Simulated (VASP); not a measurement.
# Cd4SeS3 (P-4m2) in VASP: further runs, part 2 of 2

VASP 6.6.1. Earlier steps stand in the parts before.

## 3. Relaxation of cell and atoms, PBE

Input file INCAR:

```
PREC     = Accurate       # precision mode
ENCUT    = 600            # plane-wave cutoff, eV
EDIFF    = 1E-6           # SCF threshold, eV
ISMEAR   = 0              # smearing method
SIGMA    = 0.02           # smearing width, eV
LREAL    = F              # projectors in reciprocal space
LASPH    = T              # aspherical terms in the spheres
NELM     = 100            # most SCF steps
ALGO     = Normal         # electronic algorithm
ISIF     = 3              # what is computed and relaxed
LWAVE    = F              # write WAVECAR
LCHARG   = F              # write CHGCAR
GGA      = PE             # functional
IBRION   = 2              # ionic algorithm
NSW      = 100            # ionic steps
EDIFFG   = -0.01          # ionic threshold
```

Input file KPOINTS:

```
regular mesh
0
Gamma
  6 6 4
```

Input file POSCAR:

```
Cd4SeS3
1.0
    4.2418401000      0.0000000000      0.0000000000
    0.0000000000      4.2418401000      0.0000000000
    0.0000000000      0.0000000000     11.9614623000
Cd Se S
4 1 3
Direct
    0.5000000000      0.0000000000      0.6216120000
    0.0000000000      0.5000000000      0.8655710000
    0.5000000000      0.0000000000      0.1344290000
    0.0000000000      0.5000000000      0.3783880000
    0.0000000000      0.0000000000      0.0000000000
    0.5000000000      0.5000000000      0.2565630000
    0.0000000000      0.0000000000      0.5000000000
    0.5000000000      0.5000000000      0.7434370000
```

Potentials or basis: VASP PAW PBE potentials, release 64 (Cd, Se, S).

Run with:

```
$ cat potpaw_PBE.64/Cd/POTCAR potpaw_PBE.64/Se/POTCAR potpaw_PBE.64/S/POTCAR > POTCAR
$ mpirun -np 1 vasp_std > vasp.out
```

OUTCAR:

```text
PREC = Accurate
   ENCUT = 600
   EDIFF = 1E-6
   ISMEAR = 0
   LREAL = F
   LASPH = T
   NELM = 100
   ISIF = 3
   GGA = PE
   IBRION = 2
   NSW = 100
   EDIFFG = -0.01

 ion  position               nearest neighbor table
   1  0.500  0.000  0.622-   7 2.57   7 2.57   8 2.57   8 2.57
   2  0.000  0.500  0.866-   8 2.58   8 2.58   5 2.66   5 2.66
   3  0.500  0.000  0.134-   6 2.58   6 2.58   5 2.66   5 2.66
   4  0.000  0.500  0.378-   7 2.57   7 2.57   6 2.57   6 2.57
   5  0.000  0.000  0.000-   2 2.66   3 2.66   2 2.66   3 2.66
   6  0.500  0.500  0.257-   4 2.57   4 2.57   3 2.58   3 2.58
   7  0.000  0.000  0.500-   1 2.57   4 2.57   4 2.57   1 2.57
   8  0.500  0.500  0.743-   1 2.57   1 2.57   2 2.58   2 2.58

  LATTYP: Found a simple tetragonal cell.
 ALAT       =     4.2418401000
 C/A-ratio  =     2.8198758129

  Lattice vectors:

 A1 = (   4.2418401000,   0.0000000000,   0.0000000000)
 A2 = (   0.0000000000,   4.2418401000,   0.0000000000)
 A3 = (   0.0000000000,   0.0000000000,  11.9614623000)

Analysis of symmetry for initial positions (statically):
[... 193 lines left out ...]
  --------------------------------------------------------------------------------------
  -------------------------------------------------------------------------------------
  Total        0.3415528      0.3415528      0.3804605      0.0000000      0.0000000     -0.0000000
  in kB        2.5425853      2.5425853      2.8322223      0.0000000      0.0000000     -0.0000000
  external PRESSURE =       2.6391310 kB  Pullay stress =       0.0000000 kB
[... 71 lines left out ...]
--------------------------------------- Ionic step        3  -------------------------------------------

 number of electron      72.0000010 magnetization

 Free energy of the ion-electron system (eV)
  ---------------------------------------------------
  ext. energy  EPLUGINS =         0.00000000
  ---------------------------------------------------
  free energy    TOTEN  =       -23.90674723 eV

  energy without entropy =      -23.90674723  energy(sigma->0) =      -23.90674723

 E-fermi :   0.9646     XC(G=0):  -8.8343

 val. band max:        0.8243591432   @ k =   0.0000   0.0000   0.0000
 cond. band min:       1.6567801847   @ k =   0.0000   0.0000   0.0000
 fundamental gap:      0.8324210415
 Fermi energy:         0.9645994567

 k-point     1 :       0.0000    0.0000    0.0000
  band No.  band energies     occupation
      1     -11.3395      2.00000
      2     -11.1134      2.00000
      3     -11.0824      2.00000
      4     -10.8587      2.00000
      5      -6.8376      2.00000
      6      -6.8376      2.00000
[... 1093 lines left out ...]
     42       7.0072      0.00000
     43       7.0608      0.00000

 [... further k-points ...]

------------------------ aborting loop because EDIFF is reached ----------------------------------------

  FORCE on cell =-STRESS in cart. coord.  units (eV):
  Direction    XX          YY          ZZ          XY          YZ          ZX
  --------------------------------------------------------------------------------------
  -------------------------------------------------------------------------------------
  Total       -0.0164577     -0.0164577      0.0196348      0.0000000      0.0000000     -0.0000000
  in kB       -0.1219022     -0.1219022      0.1454350      0.0000000      0.0000000     -0.0000000
  external PRESSURE =      -0.0327898 kB  Pullay stress =       0.0000000 kB
[... 23 lines left out ...]
  FREE ENERGIE OF THE ION-ELECTRON SYSTEM (eV)
  ---------------------------------------------------
  free  energy   TOTEN  =       -23.9067472325 eV

  energy  without entropy=      -23.9067472325  energy(sigma->0) =      -23.90674723

 reached required accuracy - stopping structural energy minimisation
```

OSZICAR:

```text
N       E                     dE             d eps       ncg     rms          rms(c)
DAV:   1     0.549659701026E+03    0.54966E+03   -0.37597E+04  2580   0.171E+03
[... 24 lines left out ...]
       N       E                     dE             d eps       ncg     rms          rms(c)
DAV:   1    -0.239080475330E+02   -0.13673E-02   -0.29162E-02  2829   0.135E+00    0.274E-01
DAV:   2    -0.239068673851E+02    0.11801E-02   -0.31797E-03  2783   0.524E-01    0.925E-02
DAV:   3    -0.239067529794E+02    0.11441E-03   -0.34687E-04  2878   0.118E-01    0.804E-02
DAV:   4    -0.239067469365E+02    0.60429E-05   -0.19647E-05  2691   0.253E-02    0.212E-02
DAV:   5    -0.239067463250E+02    0.61145E-06   -0.17607E-05  2769   0.336E-02    0.562E-03
DAV:   6    -0.239067472325E+02   -0.90752E-06   -0.13598E-06  1470   0.832E-03
   3 F= -.23906747E+02 E0= -.23906747E+02  d E =-.872341E-03
```

Run time: 12 min. Hardware: 1 thread of Oxide Virtual Turin-like, shared host; peak memory 0.52 GiB.

What came out:

- Free energy: -23.9067 eV
- Relaxed volume: 27.04 Å³/atom
- Relaxed cell: a = 4.249 Å, b = 4.249 Å, c = 11.983 Å, α = 90.00°, β = 90.00°, γ = 90.00°
- Space group after relaxing (to 0.1 Å): P-4m2 (No. 115)
- Energy gained by relaxing: 0.1 meV/atom
- Ionic steps: 3
- Pressure after relaxing: 0.0 GPa
- Band gap on the k mesh: 0.83 eV

Step by step:
```
step  energy change (eV)  largest force (eV/Å)  pressure (GPa)  volume (Å³)
   1              0.0000                0.0015            0.26       215.23
   2             -0.0008                0.0021           -0.07       216.61
   3             -0.0009                0.0015            0.00       216.31
```

Final structure:
```
CELL_PARAMETERS angstrom
4.24867 0.00000 0.00000
0.00000 4.24867 0.00000
0.00000 0.00000 11.98292
ATOMIC_POSITIONS crystal
Cd 0.50000 0.00000 0.62161
Cd 0.00000 0.50000 0.86557
Cd 0.50000 0.00000 0.13443
Cd 0.00000 0.50000 0.37839
Se 0.00000 0.00000 0.00000
S 0.50000 0.50000 0.25656
S 0.00000 0.00000 0.50000
S 0.50000 0.50000 0.74344
```

Levels at points of the mesh, in eV from the valence-band top:
| k point | band 34 | band 35 | band 36 | band 37 | band 38 | band 39 |
| --- | --- | --- | --- | --- | --- | --- |
| (0.00, 0.00, 0.00) | -0.05 | 0.00 | 0.00 | 0.83 | 3.32 | 3.34 |
| (0.50, 0.00, 0.00) | -0.74 | -0.71 | -0.32 | 2.67 | 2.76 | 3.88 |
| (0.50, 0.50, 0.00) | -1.72 | -1.72 | -1.61 | 3.38 | 3.59 | 4.07 |
| (0.00, 0.00, 0.50) | -0.47 | -0.17 | -0.17 | 1.97 | 2.05 | 3.63 |
| (0.50, 0.00, 0.50) | -0.88 | -0.87 | -0.32 | 3.18 | 3.30 | 3.31 |
| (0.50, 0.50, 0.50) | -1.85 | -1.85 | -1.72 | 3.98 | 4.20 | 4.23 |

A k mesh can miss the band edges.
